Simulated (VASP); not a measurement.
PbS:

```
CELL_PARAMETERS angstrom
4.99709 0.00000 0.00000
-2.49854 4.32761 0.00000
0.00000 0.00000 5.99707
ATOMIC_POSITIONS crystal
Pb 0.33333 0.66667 0.25000
Pb 0.66667 0.33333 0.75000
S 0.66667 0.33333 0.25000
S 0.33333 0.66667 0.75000
```

Base run:

```yaml
Program: VASP 6.6.1
Functional: r2SCAN
Potentials_or_basis: VASP PAW PBE potentials, release 64 (Pb_d, S)
Cutoff: 550 eV
k_mesh: 6 × 6 × 4
Occupations: fermi-dirac, width 0.02 eV
Spin: no spin polarisation
```

Its results: band gap on the k mesh 1.73 eV; pressure 0.0 GPa.

Q: The run is repeated on the same cell with these changes: functional from r2SCAN to PBE; cutoff from 550 eV to 500 eV. What comes out?

A: Band gap on the k mesh 1.42 eV; pressure 0.7 GPa.

Caveats: spin-orbit coupling is left out, which moves the levels of the heavy elements; the PAW data sets were made with another functional, which shifts forces and pressure a little (at least some runs).

A k mesh can miss the band edges.
